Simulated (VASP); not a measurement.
# SnSe in VASP: single point with LDA

Aim: the single point of SnSe with LDA.

Everything below comes from runs of VASP 6.6.1. Logs are shortened: lines on timing, memory, paths and dates and some standing lists are left out, and cuts for length are marked.

## Step 1: The cell of the first run

The cell holds a slab with vacuum, 4 atoms: a = 4.285 Å, b = 4.285 Å, c = 10.991 Å, α = 90.00°, β = 90.00°, γ = 90.00°.

## Step 2: Single point, LDA

INCAR reads:

```
SYSTEM = SnSe
  ALGO = Normal
  EDIFF = 1E-6
  ENCUT = 500
  GGA_COMPAT = .FALSE.
  ISIF = 2
  ISMEAR = 0
  LASPH = .TRUE.
  LCHARG = .TRUE.
  LELF = .TRUE.
  LREAL = .FALSE.
  LVHAR = .TRUE.
  LWAVE = .FALSE.
  NBANDS = 28
  NELM = 120
  PREC = Accurate
  SIGMA = 0.01
```

KPOINTS reads:

```
k-points
0
G
  4 4 2
  0 0 0
```

POSCAR reads:

```
SnSe
1.0
    4.2853270000      0.0000000000      0.0000000000
    0.0000000000      4.2853270000      0.0000000000
    0.0000000000      0.0000000000     10.9906920000
Sn Se
2 2
Direct
    0.5000000000      0.0000000000      0.3722290000
    0.0000000000      0.5000000000      0.6277710000
    0.5000000000      0.0000000000      0.6160390000
    0.0000000000      0.5000000000      0.3839610000
```

Potentials or basis: VASP PAW LDA potentials, release 64 (Sn_d, Se).

The run is started by

```console
> cat potpaw_LDA.64/Sn_d/POTCAR potpaw_LDA.64/Se/POTCAR > POTCAR
> mpirun -np 1 vasp_std > vasp.out
```

OUTCAR:

```text
SYSTEM = SnSe
   EDIFF = 1E-6
   ENCUT = 500
   ISIF = 2
   ISMEAR = 0
   LASPH = .TRUE.
   LREAL = .FALSE.
   NELM = 120
   PREC = Accurate

 ion  position               nearest neighbor table
   1  0.500  0.000  0.372-   3 2.68   4 3.03   4 3.03   4 3.03   4 3.03
   2  0.000  0.500  0.628-   4 2.68   3 3.03   3 3.03   3 3.03   3 3.03
   3  0.500  0.000  0.616-   1 2.68   2 3.03   2 3.03   2 3.03   2 3.03
   4  0.000  0.500  0.384-   2 2.68   1 3.03   1 3.03   1 3.03   1 3.03

  LATTYP: Found a simple tetragonal cell.
 ALAT       =     4.2853270000
 C/A-ratio  =     2.5647265658

  Lattice vectors:

 A1 = (   4.2853270000,   0.0000000000,   0.0000000000)
 A2 = (   0.0000000000,   4.2853270000,   0.0000000000)
 A3 = (   0.0000000000,   0.0000000000,  10.9906920000)

Analysis of symmetry for initial positions (statically):
=====================================================================
 Subroutine PRICEL returns:
 Original cell was already a primitive cell.

 Routine SETGRP: Setting up the symmetry group for a
 simple tetragonal supercell.

 Subroutine GETGRP returns: Found 16 space group operations
 (whereof  8 operations were pure point group operations)
 out of a pool of 16 trial point group operations.

The static configuration has the point symmetry D_2d.
 The point group associated with its full space group is D_4h.

Analysis of symmetry for dynamics (positions and initial velocities):
=====================================================================
 Subroutine PRICEL returns:
 Original cell was already a primitive cell.

 Routine SETGRP: Setting up the symmetry group for a
 simple tetragonal supercell.

 Subroutine GETGRP returns: Found 16 space group operations
 (whereof  8 operations were pure point group operations)
 out of a pool of 16 trial point group operations.

The dynamic configuration has the point symmetry D_2d.
 The point group associated with its full space group is D_4h.

 Subroutine INISYM returns: Found 16 space group operations
 (whereof  8 operations are pure point group operations),
 and found     1 'primitive' translations

----------------------------------------------------------------------------------------

                                     Primitive cell

  volume of cell :     201.8334

  direct lattice vectors                    reciprocal lattice vectors
     4.285327000  0.000000000  0.000000000     0.233354421  0.000000000  0.000000000
     0.000000000  4.285327000  0.000000000     0.000000000  0.233354421  0.000000000
     0.000000000  0.000000000 10.990692000     0.000000000  0.000000000  0.090986082

  length of vectors
     4.285327000  4.285327000 10.990692000     0.233354421  0.233354421  0.090986082

  position of ions in fractional coordinates (direct lattice)
     0.500000000  0.000000000  0.372229000
     0.000000000  0.500000000  0.627771000
     0.500000000  0.000000000  0.616039000
     0.000000000  0.500000000  0.383961000

  ion indices of the primitive-cell ions
   primitive index   ion index
                 1           1
                 2           2
                 3           3
                 4           4

----------------------------------------------------------------------------------------

 KPOINTS: k-points

Automatic generation of k-mesh.
 Grid dimensions read from file:
 generate k-points for:    4    4    2

 Generating k-lattice:

  Cartesian coordinates                     Fractional coordinates (reciprocal lattice)
     0.058338605  0.000000000  0.000000000     0.250000000  0.000000000  0.000000000
     0.000000000  0.058338605  0.000000000     0.000000000  0.250000000  0.000000000
     0.000000000  0.000000000  0.045493041     0.000000000  0.000000000  0.500000000

  Length of vectors
     0.058338605  0.058338605  0.045493041

  Shift w.r.t. Gamma in fractional coordinates (k-lattice)
     0.000000000  0.000000000  0.000000000

 Subroutine IBZKPT returns following result:
 ===========================================

 Found     12 irreducible k-points:

 Following reciprocal coordinates:
            Coordinates               Weight
  0.000000  0.000000  0.000000      1.000000
  0.250000  0.000000  0.000000      4.000000
  0.500000  0.000000  0.000000      2.000000
  0.250000  0.250000  0.000000      4.000000
  0.500000  0.250000  0.000000      4.000000
  0.500000  0.500000  0.000000      1.000000
  0.000000  0.000000  0.500000      1.000000
  0.250000  0.000000  0.500000      4.000000
  0.500000  0.000000  0.500000      2.000000
  0.250000  0.250000  0.500000      4.000000
  0.500000  0.250000  0.500000      4.000000
  0.500000  0.500000  0.500000      1.000000
   k-points           NKPTS =     12   k-points in BZ     NKDIM =     12   number of bands    NBANDS=     28
   number of dos      NEDOS =    301   number of ions     NIONS =      4
   total plane-waves  NPLWV =  81920
   dimension x,y,z NGX =    32 NGY =   32 NGZ =   80
   dimension x,y,z NGXF=    64 NGYF=   64 NGZF=  160
   ions per type =               2   2
   NGX,Y,Z   is equivalent  to a cutoff of  12.41, 12.41, 12.10 a.u.
   NGXF,Y,Z  is equivalent  to a cutoff of  24.83, 24.83, 24.20 a.u.
 SYSTEM =  SnSe
   PREC   = accura    normal or accurate (medium, high low for compatibility)
   ISTART =      0    job   : 0-new  1-cont  2-samecut
   ICHARG =      2    charge: 1-file 2-atom 10-const
   ISPIN  =      1    spin polarized calculation?
   LNONCOLLINEAR =      F non collinear calculations
   LSORBIT =      F    spin-orbit coupling
   LASPH  =      T    aspherical Exc in radial PAW
   ENCUT  =  500.0 eV  36.75 Ry    6.06 a.u.   7.81  7.81 20.04*2*pi/ulx,y,z
   NELM   =    120;   NELMIN=  2; NELMDL= -5     # of ELM steps
   EDIFF  = 0.1E-05   stopping-criterion for ELM
   LREAL  =      F    real-space projection
   EDIFFG = 0.1E-04   stopping-criterion for IOM
   NSW    =      0    number of steps for IOM
   IBRION =     -1    ionic relax: 0-MD 1-quasi-New 2-CG
   NFREE  =      0    steps in history (QN), initial steepest desc. (CG)
   ISIF   =      2    stress and relaxation
   ISYM   =      2    0-nonsym 1-usesym 2-fastsym
   POTIM  = 0.5000    time-step for ionic-motion
   TEBEG  =    0.0;   TEEND  =   0.0 temperature during run
   PSTRESS=    0.0 pullay stress
   NELECT =      40.0000    total number of electrons
   NUPDOWN=      -1.0000    fix difference up-down
   EMIN   =  10.00;   EMAX   =-10.00  energy-range for DOS
   EFERMI =   0.00;   METHOD = LEGACY
   ISMEAR =     0;   SIGMA  =   0.01  broadening in eV -4-tet -1-fermi 0-gaus
   EFERMI_NEDOS =   21; number of points for ismear=-14 and -15
   IALGO  =     38    algorithm
   IMIX   =      4    mixing-type and parameters
     AMIX     =   0.40;   BMIX     =  1.00
     AMIX_MAG =   1.60;   BMIX_MAG =  1.00
  volume/ion in A,a.u.               =      50.46       340.51
  Fermi-wavevector in a.u.,A,eV,Ry     =   0.954473  1.803693 12.395173  0.911020
  Thomas-Fermi vector in A             =   2.083223
   LORBIT       =      0    0 simple, 1 ext, 2 COOP (PROOUT), +10 PAW based schemes
   GGA     = CA    functional components
   LHFCALC =     F    Hartree Fock is set to
   AEXX    =    0.0000 exact exchange contribution
   IVDW    =     0    specifies the selected vdW correction
   LEPSILON=     F    determine dielectric tensor
   LRPA    =     F    only Hartree local field effects (RPA)
 non-spin polarized calculation
 Gauss-broadening in eV      SIGMA  =   0.01
  energy-cutoff  :      500.00
  volume of cell :      201.83
 maximum number of plane-waves:      5146
 NGX is ok and might be reduce to    32
   NGX = 15   NGY = 15   NGZ = 41

 number of electron      40.0000033 magnetization

 Free energy of the ion-electron system (eV)
  ---------------------------------------------------
  ext. energy  EPLUGINS =         0.00000000
  ---------------------------------------------------
  free energy    TOTEN  =       -18.47185873 eV

  energy without entropy =      -18.47185873  energy(sigma->0) =      -18.47185873

 E-fermi :   0.4032     XC(G=0):  -6.2367

 val. band max:        0.3200653980   @ k =   0.2500   0.2500   0.0000
 cond. band min:       1.9040081996   @ k =   0.0000   0.0000   0.5000
 fundamental gap:      1.5839428016
 Fermi energy:         0.4031999016

 k-point     1 :       0.0000    0.0000    0.0000
  band No.  band energies     occupation
      1     -20.5560      2.00000
      2     -20.5511      2.00000
      3     -20.5511      2.00000
      4     -20.5504      2.00000
      5     -20.5441      2.00000
      6     -20.5226      2.00000
[... 20 lines left out ...]
     27       6.1003      0.00000
     28       6.1085      0.00000

 k-point     2 :       0.2500    0.0000    0.0000
  band No.  band energies     occupation
      1     -20.5541      2.00000
      2     -20.5516      2.00000
      3     -20.5495      2.00000
      4     -20.5469      2.00000
      5     -20.5427      2.00000
      6     -20.5233      2.00000
[... 20 lines left out ...]
     27       5.5081      0.00000
     28       6.2327      0.00000

 k-point     3 :       0.5000    0.0000    0.0000
  band No.  band energies     occupation
      1     -20.5558      2.00000
      2     -20.5558      2.00000
      3     -20.5461      2.00000
      4     -20.5461      2.00000
      5     -20.5288      2.00000
      6     -20.5288      2.00000
[... 20 lines left out ...]
     27       6.2313      0.00000
     28       6.2313      0.00000

 k-point     4 :       0.2500    0.2500    0.0000
  band No.  band energies     occupation
      1     -20.5597      2.00000
      2     -20.5588      2.00000
      3     -20.5451      2.00000
      4     -20.5422      2.00000
      5     -20.5343      2.00000
      6     -20.5231      2.00000
[... 206 lines left out ...]
     27       6.1180      0.00000
     28       6.2939      0.00000

 k-point    11 :       0.5000    0.2500    0.5000
  band No.  band energies     occupation
      1     -20.5651      2.00000
      2     -20.5651      2.00000
      3     -20.5393      2.00000
      4     -20.5393      2.00000
      5     -20.5252      2.00000
      6     -20.5252      2.00000
[... 20 lines left out ...]
     27       6.1773      0.00000
     28       6.1773      0.00000

 k-point    12 :       0.5000    0.5000    0.5000
  band No.  band energies     occupation
      1     -20.5731      2.00000
      2     -20.5731      2.00000
      3     -20.5336      2.00000
      4     -20.5336      2.00000
      5     -20.5208      2.00000
      6     -20.5208      2.00000
[... 20 lines left out ...]
     27       6.8499      0.00000
     28       6.8499      0.00000

------------------------ aborting loop because EDIFF is reached ----------------------------------------

  FORCE on cell =-STRESS in cart. coord.  units (eV):
  Direction    XX          YY          ZZ          XY          YZ          ZX
  --------------------------------------------------------------------------------------
  -------------------------------------------------------------------------------------
  Total       -2.3157999     -2.3157999     -1.0381912      0.0000000      0.0000000      0.0000000
  in kB      -18.3830953    -18.3830953     -8.2412855      0.0000000      0.0000000      0.0000000
  external PRESSURE =     -15.0024920 kB  Pullay stress =       0.0000000 kB

 VOLUME and BASIS-vectors are now :
 -----------------------------------------------------------------------------
  energy-cutoff  :      500.00
  volume of cell :      201.83
      direct lattice vectors                 reciprocal lattice vectors
     4.285327000  0.000000000  0.000000000     0.233354421  0.000000000  0.000000000
     0.000000000  4.285327000  0.000000000     0.000000000  0.233354421  0.000000000
     0.000000000  0.000000000 10.990692000     0.000000000  0.000000000  0.090986082

 POSITION                                       TOTAL-FORCE (eV/Angst)
 -----------------------------------------------------------------------------------
      2.14266      0.00000      4.09105         0.000000      0.000000      0.266907
      0.00000      2.14266      6.89964        -0.000000      0.000000     -0.266907
      2.14266      0.00000      6.77069        -0.000000      0.000000     -0.102678
      0.00000      2.14266      4.22000         0.000000      0.000000      0.102678
 -----------------------------------------------------------------------------------
    total drift:                                0.000000      0.000000     -0.000000

  FREE ENERGIE OF THE ION-ELECTRON SYSTEM (eV)
  ---------------------------------------------------
  free  energy   TOTEN  =       -18.4718587250 eV

  energy  without entropy=      -18.4718587250  energy(sigma->0) =      -18.47185873
```

Run time: 32 s. Hardware: 1 thread of Intel Xeon 6975P-C (Granite Rapids), shared host; peak memory 0.24 GiB.

What came out:

| Quantity | Value |
| --- | --- |
| Free energy | -18.4719 eV |
| Largest force | 0.267 eV/Å |
| Band gap on the k mesh | 1.58 eV, indirect (least direct gap 1.63 eV) |

Forces on the atoms (eV/Å):
```
Sn   0.000  0.000  0.267
Sn   0.000  0.000 -0.267
Se   0.000  0.000 -0.103
Se   0.000  0.000  0.103
```

Levels at points of the mesh, in eV from the valence-band top:
```csv
k point,band 18,band 19,band 20,band 21,band 22,band 23
"(0.00, 0.00, 0.00)",-1.54,-1.54,-0.13,1.72,3.91,3.91
"(0.50, 0.00, 0.00)",-1.35,-0.12,-0.12,1.61,1.61,2.17
"(0.50, 0.50, 0.00)",-3.06,-1.52,-1.52,3.78,3.78,4.81
"(0.00, 0.00, 0.50)",-1.54,-1.54,-0.13,1.58,3.91,4.48
"(0.50, 0.00, 0.50)",-1.35,-0.12,-0.12,1.61,1.61,2.17
"(0.50, 0.50, 0.50)",-3.06,-1.52,-1.52,3.75,3.75,4.87
```

Caveat: spin-orbit coupling is left out, which moves the levels of the heavy elements.
